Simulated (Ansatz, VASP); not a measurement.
## One calculation of WS2, two programs

```
CELL_PARAMETERS angstrom
3.21100 0.00000 0.00000
-1.60550 2.78081 0.00000
0.00000 0.00000 7.07082
ATOMIC_POSITIONS crystal
W 0.00000 0.00000 0.00000
S 0.33333 0.66667 0.22301
S 0.66667 0.33333 0.77699
```

Alike in both runs: functional PBE; k mesh 11 × 11 × 6; occupations fermi-dirac, width 0.05 eV; no spin polarisation.

Ansatz relaxed the structure, and its values are those at the end. VASP's run is a single point on that final structure, the one shown.

|  | VASP | Ansatz |
| --- | --- | --- |
| version | VASP 6.6.1 | Ansatz 0.2.0 |
| potentials or method | VASP PAW PBE potentials, release 64 (W_sv, S) | PAW with Ansatz's default frozen-core files, scalar-relativistic |
| plane-wave cutoff (eV) | 520 | 420 |
| valence electrons in the cell | 26 | 26 |

```tsv
	VASP	Ansatz	Ansatz less VASP
pressure (GPa)	0.0	0.0	+0.06
```

The functional is the same, so the differences come from potentials, cutoffs and numerics.

Neither program's run includes spin-orbit coupling.
